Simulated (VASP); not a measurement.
Runs of VASP 6.6.1 on Cu. The structure is that of space group P6_3/mmc (No. 194), or close to it. The cells are those of the table. This isn't the form of Cu at room conditions, which is fcc.

| cell | further INCAR settings | gap on the mesh (eV) | pressure (GPa) |
| --- | --- | --- | --- |
| a = 2.441, b = 2.441, c = 8.776 Å, angles 90.0, 90.0, 120.0°, 4 atoms | ALGO = Fast; EDIFF = 1e-06; NBANDS = 30 | none | (a) |
| a = 2.660, b = 2.660, c = 7.390 Å, angles 90.0, 90.0, 120.0°, 4 atoms | ALGO = Fast; EDIFF = 1e-06; NBANDS = 30 | none | 5.2 |
| a = 2.591, b = 2.591, c = 7.790 Å, angles 90.0, 90.0, 120.0°, 4 atoms | ALGO = Fast; EDIFF = 1e-07; NBANDS = 30 | none | 2.0 |
| a = 2.371, b = 2.371, c = 9.300 Å, angles 90.0, 90.0, 120.0°, 4 atoms | ALGO = Fast; EDIFF = 1e-06; NBANDS = 30 | none | 7.5 |

Alike in all rows: task single point; level PBEsol; potentials or basis VASP PAW PBE potentials, release 64 (Cu); no spin polarisation; k mesh 24 × 24 × 8; cutoff (eV) 520; smearing gaussian 0.15 eV.

Question: Estimate the missing entries.

Answer: (a) 2.4.

Caveats: the PAW data sets were made with another functional, which shifts forces and pressure a little; the stress differs along the axes, from -10 to 9 GPa (at least some runs); the stress differs along the axes, from -3 to 21 GPa (at least some runs); the stress differs along the axes, from -3 to 12 GPa (at least some runs); the stress differs along the axes, from -18 to 20 GPa (at least some runs).

A gap of «none» marks levels without a gap at the run's occupations.
